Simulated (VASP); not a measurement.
# CaAs2O5 (P-6m2) in VASP: further runs

CaAs2O5 is run at these levels: PBE; tasks: single point, relaxation of cell and atoms.

Program: VASP 6.6.1. These are calculated values, not measurements. Logs are shortened: lines on timing, memory, paths and dates and some standing lists are left out, and cuts for length are marked.

## 1. The cell of the first run

It takes space group P-6m2 (No. 187, hexagonal). Conventional cell: a = 6.332 Å, b = 6.332 Å, c = 3.750 Å, α = 90.00°, β = 90.00°, γ = 120.00°. Ca (site symmetry -6m2) has 18 O at 3.66 to 3.68 Å and 2 Ca at 3.75 Å and 12 As at 4.11 Å within 4.8 Å. Within 2.5 Å of As (site symmetry -6m2) lie 5 O at 1.87 to 1.89 Å. Within 2.4 Å of As (site symmetry -6m2) lie 5 O at 1.77 to 1.87 Å. Within 2.5 Å of O (site symmetry -6m2) lie 2 As at 1.87 Å. O (site symmetry mm2) has 2 As at 1.77 to 1.89 Å within 2.4 Å. O (site symmetry -6m2) has 2 As at 1.87 Å and 6 O at 2.58 Å within 2.6 Å.

The cell was generated, and may not be a known phase.

## 2. Single point, PBE

INCAR reads:

```
PREC = Accurate
ENCUT = 520
EDIFF = 1E-6
ISMEAR = 0
SIGMA = 0.1
LREAL = False
LASPH = True
NELM = 60
ALGO = Normal
ISIF = 2
LWAVE = False
LCHARG = True
GGA = PE
LELF = True
LVHAR = True
NBANDS = 35
```

KPOINTS reads:

```
regular mesh
0
Gamma
  3 3 6
```

POSCAR reads:

```
CaAs2O5
1.0
    6.3318407712      0.0000000031      0.0000000000
   -3.1659203883      5.4835349591      0.0000000000
    0.0000000000      0.0000000000      3.7496735779
Ca As O
1 2 5
Direct
    0.0000000000      0.0000000000      0.0000000000
    0.3333333333      0.6666666667      0.5000000000
    0.6666666667      0.3333333333      0.5000000000
    0.3333333333      0.6666666667      0.0000000000
    0.9895425907      0.4947712954      0.5000000000
    0.5052287046      0.4947712954      0.5000000000
    0.5052287046      0.0104574093      0.5000000000
    0.6666666667      0.3333333333      0.0000000000
```

Potentials or basis: VASP PAW PBE potentials, release 64 (Ca_sv, As, O).

Run with:

```bash
> cat potpaw_PBE.64/Ca_sv/POTCAR potpaw_PBE.64/As/POTCAR potpaw_PBE.64/O/POTCAR > POTCAR
> mpirun -np 1 vasp_std > vasp.out
```

OUTCAR:

```text
PREC = Accurate
   ENCUT = 520
   EDIFF = 1E-6
   ISMEAR = 0
   LREAL = False
   LASPH = True
   NELM = 60
   ISIF = 2
   GGA = PE

 ion  position               nearest neighbor table
   1  0.000  0.000  0.000-
   2  0.333  0.667  0.500-   4 1.87   4 1.87   5 1.89   6 1.89   7 1.89
   3  0.667  0.333  0.500-   5 1.77   7 1.77   6 1.77   8 1.87   8 1.87
   4  0.333  0.667  0.000-   2 1.87   2 1.87
   5  0.990  0.495  0.500-   3 1.77   2 1.89
   6  0.505  0.495  0.500-   3 1.77   2 1.89
   7  0.505  0.010  0.500-   3 1.77   2 1.89
   8  0.667  0.333  0.000-   3 1.87   3 1.87

  LATTYP: Found a hexagonal cell.
 ALAT       =     6.3318407712
 C/A-ratio  =     0.5921932837

  Lattice vectors:

 A1 = (   6.3318407712,   0.0000000031,   0.0000000000)
 A2 = (  -3.1659203883,   5.4835349591,   0.0000000000)
 A3 = (   0.0000000000,   0.0000000000,   3.7496735779)

Analysis of symmetry for initial positions (statically):
=====================================================================
 Subroutine PRICEL returns:
 Original cell was already a primitive cell.

 Routine SETGRP: Setting up the symmetry group for a
 hexagonal supercell.

 Subroutine GETGRP returns: Found 12 space group operations
 (whereof 12 operations were pure point group operations)
 out of a pool of 24 trial point group operations.

The static configuration has the point symmetry D_3h.

Analysis of symmetry for dynamics (positions and initial velocities):
=====================================================================
 Subroutine PRICEL returns:
 Original cell was already a primitive cell.

 Routine SETGRP: Setting up the symmetry group for a
 hexagonal supercell.

 Subroutine GETGRP returns: Found 12 space group operations
 (whereof 12 operations were pure point group operations)
 out of a pool of 24 trial point group operations.

The dynamic configuration has the point symmetry D_3h.

 Subroutine INISYM returns: Found 12 space group operations
 (whereof 12 operations are pure point group operations),
 and found     1 'primitive' translations

----------------------------------------------------------------------------------------

                                     Primitive cell

  volume of cell :     130.1919

  direct lattice vectors                    reciprocal lattice vectors
     6.331840771  0.000000003  0.000000000     0.157931956  0.091182058  0.000000000
    -3.165920388  5.483534959  0.000000000    -0.000000000  0.182364115  0.000000000
     0.000000000  0.000000000  3.749673578     0.000000000  0.000000000  0.266689881

  length of vectors
     6.331840771  6.331840771  3.749673578     0.182364115  0.182364115  0.266689881

  position of ions in fractional coordinates (direct lattice)
     0.000000000  0.000000000  0.000000000
     0.333333333  0.666666667  0.500000000
     0.666666667  0.333333333  0.500000000
     0.333333333  0.666666667  0.000000000
     0.989542591  0.494771295  0.500000000
     0.505228705  0.494771295  0.500000000
     0.505228705  0.010457409  0.500000000
     0.666666667  0.333333333  0.000000000

  ion indices of the primitive-cell ions
   primitive index   ion index
                 1           1
                 2           2
                 3           3
                 4           4
                 5           5
                 6           6
                 7           7
                 8           8

----------------------------------------------------------------------------------------

 KPOINTS: regular mesh

Automatic generation of k-mesh.
 Grid dimensions read from file:
 generate k-points for:    3    3    6

 Generating k-lattice:

  Cartesian coordinates                     Fractional coordinates (reciprocal lattice)
     0.052643985  0.030394019  0.000000000     0.333333333 -0.000000000  0.000000000
    -0.000000000  0.060788038  0.000000000     0.000000000  0.333333333  0.000000000
     0.000000000  0.000000000  0.044448313     0.000000000  0.000000000  0.166666667

  Length of vectors
     0.060788038  0.060788038  0.044448313

  Shift w.r.t. Gamma in fractional coordinates (k-lattice)
     0.000000000  0.000000000  0.000000000

 Subroutine IBZKPT returns following result:
 ===========================================

 Found     12 irreducible k-points:

 Following reciprocal coordinates:
            Coordinates               Weight
  0.000000  0.000000  0.000000      1.000000
  0.333333 -0.000000  0.000000      6.000000
  0.333333  0.333333  0.000000      2.000000
  0.000000  0.000000  0.166667      2.000000
  0.333333 -0.000000  0.166667     12.000000
  0.333333  0.333333  0.166667      4.000000
  0.000000  0.000000  0.333333      2.000000
  0.333333 -0.000000  0.333333     12.000000
  0.333333  0.333333  0.333333      4.000000
  0.000000  0.000000  0.500000      1.000000
  0.333333 -0.000000  0.500000      6.000000
  0.333333  0.333333  0.500000      2.000000
   k-points           NKPTS =     12   k-points in BZ     NKDIM =     12   number of bands    NBANDS=     35
   number of dos      NEDOS =    301   number of ions     NIONS =      8
   total plane-waves  NPLWV =  64512
   dimension x,y,z NGX =    48 NGY =   48 NGZ =   28
   dimension x,y,z NGXF=    96 NGYF=   96 NGZF=   56
   ions per type =               1   2   5
   NGX,Y,Z   is equivalent  to a cutoff of  12.60, 12.60, 12.41 a.u.
   NGXF,Y,Z  is equivalent  to a cutoff of  25.21, 25.21, 24.83 a.u.
 SYSTEM =  unknown system
   PREC   = accura    normal or accurate (medium, high low for compatibility)
   ISTART =      0    job   : 0-new  1-cont  2-samecut
   ICHARG =      2    charge: 1-file 2-atom 10-const
   ISPIN  =      1    spin polarized calculation?
   LNONCOLLINEAR =      F non collinear calculations
   LSORBIT =      F    spin-orbit coupling
   LASPH  =      T    aspherical Exc in radial PAW
   ENCUT  =  520.0 eV  38.22 Ry    6.18 a.u.  11.77 11.77  6.97*2*pi/ulx,y,z
   NELM   =     60;   NELMIN=  2; NELMDL= -5     # of ELM steps
   EDIFF  = 0.1E-05   stopping-criterion for ELM
   LREAL  =      F    real-space projection
   EDIFFG = 0.1E-04   stopping-criterion for IOM
   NSW    =      0    number of steps for IOM
   IBRION =     -1    ionic relax: 0-MD 1-quasi-New 2-CG
   NFREE  =      0    steps in history (QN), initial steepest desc. (CG)
   ISIF   =      2    stress and relaxation
   ISYM   =      2    0-nonsym 1-usesym 2-fastsym
   POTIM  = 0.5000    time-step for ionic-motion
   TEBEG  =    0.0;   TEEND  =   0.0 temperature during run
   PSTRESS=    0.0 pullay stress
   NELECT =      50.0000    total number of electrons
   NUPDOWN=      -1.0000    fix difference up-down
   EMIN   =  10.00;   EMAX   =-10.00  energy-range for DOS
   EFERMI =   0.00;   METHOD = LEGACY
   ISMEAR =     0;   SIGMA  =   0.10  broadening in eV -4-tet -1-fermi 0-gaus
   EFERMI_NEDOS =   21; number of points for ismear=-14 and -15
   IALGO  =     38    algorithm
   IMIX   =      4    mixing-type and parameters
     AMIX     =   0.40;   BMIX     =  1.00
     AMIX_MAG =   1.60;   BMIX_MAG =  1.00
  volume/ion in A,a.u.               =      16.27       109.82
  Fermi-wavevector in a.u.,A,eV,Ry     =   1.189972  2.248721 19.266310  1.416034
  Thomas-Fermi vector in A             =   2.326067
   LORBIT       =      0    0 simple, 1 ext, 2 COOP (PROOUT), +10 PAW based schemes
   GGA     = PE    functional components
   LHFCALC =     F    Hartree Fock is set to
   AEXX    =    0.0000 exact exchange contribution
   IVDW    =     0    specifies the selected vdW correction
   LEPSILON=     F    determine dielectric tensor
   LRPA    =     F    only Hartree local field effects (RPA)
 non-spin polarized calculation
 Gauss-broadening in eV      SIGMA  =   0.10
  energy-cutoff  :      520.00
  volume of cell :      130.19
 maximum number of plane-waves:      3528
 NGX is ok and might be reduce to    48
   NGX = 23   NGY = 23   NGZ = 13

 number of electron      49.9999978 magnetization

 Free energy of the ion-electron system (eV)
  ---------------------------------------------------
  ext. energy  EPLUGINS =         0.00000000
  ---------------------------------------------------
  free energy    TOTEN  =       -42.56094143 eV

  energy without entropy =      -42.54071090  energy(sigma->0) =      -42.55082616

 E-fermi :   3.3804     XC(G=0):  -9.0092

 val. band max:        3.3173848393   @ k =   0.3333  -0.0000   0.1667
 cond. band min:       3.4072277833   @ k =   0.3333  -0.0000   0.3333
 fundamental gap:      0.0898429440
 Fermi energy:         3.3803940873

 k-point     1 :       0.0000    0.0000    0.0000
  band No.  band energies     occupation
      1     -39.8472      2.00000
      2     -20.8193      2.00000
      3     -20.8193      2.00000
      4     -20.6742      2.00000
      5     -18.3117      2.00000
      6     -16.2013      2.00000
[... 27 lines left out ...]
     34       7.2009      0.00000
     35       8.3455      0.00000

 k-point     2 :       0.3333   -0.0000    0.0000
  band No.  band energies     occupation
      1     -39.8472      2.00000
      2     -20.8205      2.00000
      3     -20.8195      2.00000
      4     -20.6742      2.00000
      5     -18.1053      2.00000
      6     -17.1056      2.00000
[... 27 lines left out ...]
     34       7.5091      0.00000
     35       8.8289      0.00000

 k-point     3 :       0.3333    0.3333    0.0000
  band No.  band energies     occupation
      1     -39.8472      2.00000
      2     -20.8204      2.00000
      3     -20.8203      2.00000
      4     -20.6742      2.00000
      5     -17.9021      2.00000
      6     -17.4521      2.00000
[... 27 lines left out ...]
     34       7.2429      0.00000
     35       8.8956      0.00000
[... 267 lines left out ...]
 k-point    11 :       0.3333   -0.0000    0.5000
  band No.  band energies     occupation
      1     -39.8398      2.00000
      2     -20.8098      2.00000
      3     -20.8096      2.00000
      4     -20.7768      2.00000
      5     -17.4202      2.00000
      6     -16.5186      2.00000
[... 27 lines left out ...]
     34       7.6443      0.00000
     35       8.2494      0.00000

 k-point    12 :       0.3333    0.3333    0.5000
  band No.  band energies     occupation
      1     -39.8398      2.00000
      2     -20.8098      2.00000
      3     -20.8098      2.00000
      4     -20.7766      2.00000
      5     -17.2439      2.00000
      6     -16.7732      2.00000
[... 27 lines left out ...]
     34       7.9751      0.00000
     35       8.5555      0.00000

------------------------ aborting loop because EDIFF is reached ----------------------------------------

  FORCE on cell =-STRESS in cart. coord.  units (eV):
  Direction    XX          YY          ZZ          XY          YZ          ZX
  --------------------------------------------------------------------------------------
  -------------------------------------------------------------------------------------
  Total        0.5580782      0.5580782      0.4859796     -0.0000000     -0.0000000      0.0000000
  in kB        6.8678625      6.8678625      5.9805977     -0.0000000     -0.0000000      0.0000000
  external PRESSURE =       6.5721076 kB  Pullay stress =       0.0000000 kB

 VOLUME and BASIS-vectors are now :
 -----------------------------------------------------------------------------
  energy-cutoff  :      520.00
  volume of cell :      130.19
      direct lattice vectors                 reciprocal lattice vectors
     6.331840771  0.000000003  0.000000000     0.157931956  0.091182058  0.000000000
    -3.165920388  5.483534959  0.000000000    -0.000000000  0.182364115  0.000000000
     0.000000000  0.000000000  3.749673578     0.000000000  0.000000000  0.266689881

 POSITION                                       TOTAL-FORCE (eV/Angst)
 -----------------------------------------------------------------------------------
      0.00000      0.00000      0.00000         0.000000     -0.000000      0.000000
     -0.00000      3.65569      1.87484         0.000000     -0.000000      0.000000
      3.16592      1.82784      1.87484         0.000000     -0.000000      0.000000
     -0.00000      3.65569      0.00000         0.000000     -0.000000      0.000000
      4.69922      2.71310      1.87484         0.123178      0.071117     -0.000000
      1.63262      2.71310      1.87484        -0.123178      0.071117     -0.000000
      3.16592      0.05734      1.87484         0.000000     -0.142234     -0.000000
      3.16592      1.82784      0.00000         0.000000     -0.000000      0.000000
 -----------------------------------------------------------------------------------
    total drift:                               -0.000000      0.000000     -0.000000

  FREE ENERGIE OF THE ION-ELECTRON SYSTEM (eV)
  ---------------------------------------------------
  free  energy   TOTEN  =       -42.5609414259 eV

  energy  without entropy=      -42.5407109014  energy(sigma->0) =      -42.55082616
```

Wall time 82 s (1 thread of Oxide Virtual Turin-like, shared host); peak memory 0.22 GiB.

What came out:

```yaml
Free_energy: -42.5609 eV
Pressure: 0.7 GPa
Largest_force: 0.142 eV/Å
Band_gap_on_the_k_mesh: zero (bands 25 and 26 overlap by 2.26 eV)
```

Forces in eV/Å, atoms in the order of the input:
```
Ca   0.000  0.000  0.000
As   0.000  0.000  0.000
As   0.000  0.000  0.000
O    0.000  0.000  0.000
O    0.123  0.071  0.000
O   -0.123  0.071  0.000
O    0.000 -0.142  0.000
O    0.000  0.000  0.000
```

Caveat: the k points lie up to 0.38 Å⁻¹ apart, too coarse for converged energies and pressures of a metal.

(Continued in part 2 of 2.)

The gap in the log of VASP goes by the Fermi energy; the results here count the filled bands.